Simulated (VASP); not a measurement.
# MnO2 (P-3m1) in VASP: a series of runs

Aim: see how the results for MnO2 move with the level of theory and the settings. Levels: RPBE, revPBE, PBE. Tasks: single point.

Program: VASP 6.6.1. These are calculated values, not measurements. Logs are shortened: lines on timing, memory, paths and dates and some standing lists are left out, and cuts for length are marked.

**1. The cell of the first run**

Symmetry: P-3m1, No. 164, trigonal system. The conventional cell has a = 2.877 Å, b = 2.877 Å, c = 5.446 Å, α = 90.00°, β = 90.00°, γ = 120.00°. Mn (site symmetry -3m) has 6 O at 1.92 Å within 2.5 Å. Within 2.5 Å of O (site symmetry 3m) lie 3 Mn at 1.92 Å.

**2. Single point, RPBE, collinear spin, ferromagnetic start**

Input file INCAR:

```
PREC     = Accurate       # precision mode
ENCUT    = 520            # plane-wave cutoff, eV
EDIFF    = 1E-6           # SCF threshold, eV
ISMEAR   = -5             # smearing method
SIGMA    = 0.1            # smearing width, eV
LREAL    = F              # projectors in reciprocal space
LASPH    = T              # aspherical terms in the spheres
NELM     = 150            # most SCF steps
ALGO     = Normal         # electronic algorithm
ISIF     = 2              # what is computed and relaxed
LWAVE    = F              # write WAVECAR
LCHARG   = F              # write CHGCAR
ISPIN    = 2              # spin polarisation
MAGMOM   = 3 0 0          # initial moments
LORBIT   = 11             # projections on sites
LMAXMIX  = 4              # l up to which the mixer works
GGA      = RP             # functional
NBANDS   = 24             # bands
```

Input file KPOINTS:

```
Automatic mesh
0
Gamma
  14 14 6
```

Input file POSCAR:

```
MnO2
1.0
    2.8768068094      0.0000000000      0.0000000000
   -1.4384034047      2.4913877787      0.0000000000
    0.0000000000      0.0000000000      5.4464523635
Mn O
1 2
Direct
    0.0000000000      0.0000000000      0.0000000000
    0.3333333333      0.6666666667      0.1753671606
    0.6666666667      0.3333333333      0.8246328394
```

Potentials or basis: VASP PAW PBE potentials, release 64 (Mn_pv, O).

The run is started by

```sh
> cat potpaw_PBE.64/Mn_pv/POTCAR potpaw_PBE.64/O/POTCAR > POTCAR
> mpirun -np 1 vasp_std > vasp.out
```

OUTCAR:

```text
PREC = Accurate
   ENCUT = 520
   EDIFF = 1E-6
   ISMEAR = -5
   LREAL = F
   LASPH = T
   NELM = 150
   ISIF = 2
   ISPIN = 2
   LORBIT = 11
   GGA = RP

 ion  position               nearest neighbor table
   1  0.000  0.000  0.000-   2 1.92   3 1.92   2 1.92   3 1.92   3 1.92   2 1.92
   2  0.333  0.667  0.175-   1 1.92   1 1.92   1 1.92
   3  0.667  0.333  0.825-   1 1.92   1 1.92   1 1.92

  LATTYP: Found a hexagonal cell.
 ALAT       =     2.8768068094
 C/A-ratio  =     1.8932284037

  Lattice vectors:

 A1 = (   2.8768068094,   0.0000000000,   0.0000000000)
 A2 = (  -1.4384034047,   2.4913877787,   0.0000000000)
 A3 = (   0.0000000000,   0.0000000000,   5.4464523635)

Analysis of symmetry for initial positions (statically):
=====================================================================
 Subroutine PRICEL returns:
 Original cell was already a primitive cell.

 Routine SETGRP: Setting up the symmetry group for a
 hexagonal supercell.

 Subroutine GETGRP returns: Found 12 space group operations
 (whereof 12 operations were pure point group operations)
 out of a pool of 24 trial point group operations.

The static configuration has the point symmetry D_3d.

Analysis of symmetry for dynamics (positions and initial velocities):
=====================================================================
 Subroutine PRICEL returns:
 Original cell was already a primitive cell.

 Routine SETGRP: Setting up the symmetry group for a
 hexagonal supercell.

 Subroutine GETGRP returns: Found 12 space group operations
 (whereof 12 operations were pure point group operations)
 out of a pool of 24 trial point group operations.

The dynamic configuration has the point symmetry D_3d.

Analysis of structural, dynamic, and magnetic symmetry:
=====================================================================
 Subroutine PRICEL returns:
 Original cell was already a primitive cell.

 Routine SETGRP: Setting up the symmetry group for a
 hexagonal supercell.

 Subroutine GETGRP returns: Found 12 space group operations
 (whereof 12 operations were pure point group operations)
 out of a pool of 24 trial point group operations.

The overall configuration has the point symmetry D_3d.

 Subroutine INISYM returns: Found 12 space group operations
 (whereof 12 operations are pure point group operations),
 and found     1 'primitive' translations

----------------------------------------------------------------------------------------

[... 117 lines left out ...]
  volume/ion in A,a.u.               =      13.01        87.81
  Fermi-wavevector in a.u.,A,eV,Ry     =   1.411127  2.666644 27.093020  1.991281
  Thomas-Fermi vector in A             =   2.533011
   LORBIT       =     11    0 simple, 1 ext, 2 COOP (PROOUT), +10 PAW based schemes
   GGA     = RP    functional components
   LHFCALC =     F    Hartree Fock is set to
   AEXX    =    0.0000 exact exchange contribution
   IVDW    =     0    specifies the selected vdW correction
   LEPSILON=     F    determine dielectric tensor
   LRPA    =     F    only Hartree local field effects (RPA)
 spin polarized calculation
 Fermi weights with tetrahedron method with Bloechl corrections
  energy-cutoff  :      520.00
  volume of cell :       39.04
 maximum number of plane-waves:      1077
 NGX is ok and might be reduce to    24
   NGX = 11   NGY = 11   NGZ = 21

 number of electron      24.9999985 magnetization       2.9999411

 Free energy of the ion-electron system (eV)
  ---------------------------------------------------
  ext. energy  EPLUGINS =         0.00000000
  ---------------------------------------------------
  free energy    TOTEN  =       -22.72998730 eV

  energy without entropy =      -22.72998730  energy(sigma->0) =      -22.72998730

 E-fermi :   1.6012     XC(G=0):  -9.2665

 val. band max:        1.4052311040   @ k =   0.0714   0.0714   0.5000
 cond. band min:       2.5138433817   @ k =   0.0000   0.0000   0.5000
 fundamental gap:      1.1086122777
 Fermi energy:         1.6012224191

 spin component 1

 k-point     1 :       0.0000    0.0000    0.0000
  band No.  band energies     occupation
      1     -48.8491      1.00000
      2     -48.8458      1.00000
      3     -48.8458      1.00000
      4     -17.8876      1.00000
      5     -15.8006      1.00000
      6      -4.3375      1.00000
[... 637 lines left out ...]
     23      18.4335      0.00000
     24      22.2276      0.00000

 [... further k-points ...]

 spin component 2

 k-point     1 :       0.0000    0.0000    0.0000
  band No.  band energies     occupation
      1     -45.7152      1.00000
      2     -45.7152      1.00000
      3     -45.5459      1.00000
      4     -17.7657      1.00000
      5     -15.7261      1.00000
      6      -3.3928      1.00000
[... 637 lines left out ...]
     23      18.9850      0.00000
     24      22.4175      0.00000

 [... further k-points ...]
[... 5 lines left out ...]
  --------------------------------------------------------------------------------------
  -------------------------------------------------------------------------------------
  Total        1.3413560      1.3413560      0.7615166      0.0000000     -0.0000000      0.0000000
  in kB       55.0540026     55.0540026     31.2553393      0.0000000     -0.0000000      0.0000000
  external PRESSURE =      47.1211148 kB  Pullay stress =       0.0000000 kB

 VOLUME and BASIS-vectors are now :
 -----------------------------------------------------------------------------
  energy-cutoff  :      520.00
  volume of cell :       39.04
      direct lattice vectors                 reciprocal lattice vectors
     2.876806809  0.000000000  0.000000000     0.347607631  0.200691359  0.000000000
    -1.438403405  2.491387779  0.000000000     0.000000000  0.401382719  0.000000000
     0.000000000  0.000000000  5.446452363     0.000000000  0.000000000  0.183605755

 POSITION                                       TOTAL-FORCE (eV/Angst)
 -----------------------------------------------------------------------------------
      0.00000      0.00000      0.00000        -0.000000      0.000000      0.000000
     -0.00000      1.66093      0.95513         0.000000      0.000000      0.388068
      1.43840      0.83046      4.49132        -0.000000      0.000000     -0.388068
 -----------------------------------------------------------------------------------
    total drift:                                0.000000      0.000000     -0.000000

  FREE ENERGIE OF THE ION-ELECTRON SYSTEM (eV)
  ---------------------------------------------------
  free  energy   TOTEN  =       -22.7299873013 eV

  energy  without entropy=      -22.7299873013  energy(sigma->0) =      -22.72998730

 total charge

# of ion       s       p       d       tot
------------------------------------------
    1        0.346   6.447   4.892  11.686
    2        1.587   3.414   0.000   5.001
    3        1.587   3.414   0.000   5.001
--------------------------------------------------
tot          3.520  13.275   4.892  21.688

 magnetization (x)

# of ion       s       p       d       tot
------------------------------------------
    1        0.030   0.040   2.804   2.874
    2        0.003   0.022   0.000   0.026
    3        0.003   0.022   0.000   0.026
--------------------------------------------------
tot          0.036   0.085   2.804   2.926
```

stdout:

```text
POSCAR found type information on POSCAR MnO
 POSCAR found :  2 types and       3 ions
 scaLAPACK will be used
 -----------------------------------------------------------------------------
|                                                                             |
|                                                                             |
|     You enforced a specific xc type in the INCAR file but a different       |
|     I HOPE YOU KNOW WHAT YOU ARE DOING!                                     |
|                                                                             |
 -----------------------------------------------------------------------------

 LDA part: xc-table for (Slater+PW92), standard interpolation
 POSCAR, INCAR and KPOINTS ok, starting setup
 FFT: planning ... GRIDC
 FFT: planning ... GRID_SOFT
 FFT: planning ... GRID
 WAVECAR not read
 entering main loop
```

It took 5.3 min on 1 thread of Oxide Virtual Turin-like, shared host; peak memory 0.28 GiB.

What came out:

| Item | Value |
| --- | --- |
| Free energy | -22.7300 eV |
| Pressure | 4.7 GPa |
| Largest force | 0.388 eV/Å |
| Band gap on the k mesh | 1.11 eV, indirect (least direct gap 1.17 eV) |
| Net moment | 3.00 μB per cell |
| Site moments | Mn +2.87; O +0.03 μB |
| Valence electrons inside the program's atomic spheres | Mn 11.69; O 5.00 |

Forces in eV/Å, atoms in the order of the input:
```
Mn   0.000  0.000  0.000
O    0.000  0.000  0.388
O    0.000  0.000 -0.388
```

Caveat: the PAW data sets were made with another functional, which shifts forces and pressure a little; a cell with one magnetic atom can't hold antiferromagnetic order, which such compounds often take. A k mesh can miss the band edges.

**3. Single point, revPBE, collinear spin, ferromagnetic start**

Input file INCAR:

```
  ALGO = Normal
  EDIFF = 1E-6
  ENCUT = 520
  GGA = RE
  ISIF = 2
  ISMEAR = 0
  ISPIN = 2
  LASPH = True
  LCHARG = True
  LELF = True
  LMAXMIX = 4
  LORBIT = 11
  LREAL = False
  LVHAR = True
  LWAVE = False
  MAGMOM = 3 0 0
  NBANDS = 24
  NELM = 150
  PREC = Accurate
  SIGMA = 0.05
```

Input file KPOINTS:

```
k-points
0
Gamma
  14 14 6
```

POSCAR is that of step 2.

Potentials or basis: VASP PAW PBE potentials, release 64 (Mn_pv, O).

The run is started by

```sh
> cat potpaw_PBE.64/Mn_pv/POTCAR potpaw_PBE.64/O/POTCAR > POTCAR
> mpirun -np 1 vasp_std > vasp.out
```

OUTCAR:

```text
EDIFF = 1E-6
   ENCUT = 520
   GGA = RE
   ISIF = 2
   ISMEAR = 0
   ISPIN = 2
   LASPH = True
   LORBIT = 11
   LREAL = False
   NELM = 150
   PREC = Accurate

 ion  position               nearest neighbor table
   1  0.000  0.000  0.000-   2 1.92   3 1.92   2 1.92   3 1.92   3 1.92   2 1.92
   2  0.333  0.667  0.175-   1 1.92   1 1.92   1 1.92
   3  0.667  0.333  0.825-   1 1.92   1 1.92   1 1.92

  LATTYP: Found a hexagonal cell.
 ALAT       =     2.8768068094
 C/A-ratio  =     1.8932284037

  Lattice vectors:

[... 1517 lines left out ...]
 -----------------------------------------------------------------------------
  energy-cutoff  :      520.00
  volume of cell :       39.04
      direct lattice vectors                 reciprocal lattice vectors
     2.876806809  0.000000000  0.000000000     0.347607631  0.200691359  0.000000000
    -1.438403405  2.491387779  0.000000000     0.000000000  0.401382719  0.000000000
     0.000000000  0.000000000  5.446452363     0.000000000  0.000000000  0.183605755

 POSITION                                       TOTAL-FORCE (eV/Angst)
 -----------------------------------------------------------------------------------
      0.00000      0.00000      0.00000        -0.000000      0.000000      0.000000
     -0.00000      1.66093      0.95513         0.000000      0.000000      0.304465
      1.43840      0.83046      4.49132        -0.000000      0.000000     -0.304465
 -----------------------------------------------------------------------------------
    total drift:                                0.000000      0.000000     -0.000000

  FREE ENERGIE OF THE ION-ELECTRON SYSTEM (eV)
  ---------------------------------------------------
  free  energy   TOTEN  =       -22.8769240960 eV

  energy  without entropy=      -22.8769240960  energy(sigma->0) =      -22.87692410

 total charge

# of ion       s       p       d       tot
------------------------------------------
    1        0.347   6.448   4.895  11.689
    2        1.586   3.412   0.000   4.998
    3        1.586   3.412   0.000   4.998
--------------------------------------------------
tot          3.518  13.272   4.895  21.685

 magnetization (x)

# of ion       s       p       d       tot
------------------------------------------
    1        0.030   0.040   2.799   2.869
    2        0.003   0.025   0.000   0.028
    3        0.003   0.025   0.000   0.028
--------------------------------------------------
tot          0.037   0.089   2.799   2.925
```

Wall time 5.1 min (1 thread of Oxide Virtual Turin-like, shared host); peak memory 0.27 GiB.

What came out:

```
Free energy                                           : -22.8769 eV
Pressure                                              : 3.8 GPa
Largest force                                         : 0.304 eV/Å
Band gap on the k mesh                                : 1.08 eV, indirect (least direct gap 1.14 eV)
Net moment                                            : 3.00 μB per cell
Site moments                                          : Mn +2.87; O +0.03 μB
Valence electrons inside the program's atomic spheres : Mn 11.69; O 5.00
```

Forces on the atoms (eV/Å):
```
Mn   0.000  0.000  0.000
O    0.000  0.000  0.304
O    0.000  0.000 -0.304
```

Caveat: the PAW data sets were made with another functional, which shifts forces and pressure a little; a cell with one magnetic atom can't hold antiferromagnetic order, which such compounds often take.

(Continued in part 2 of 2.)
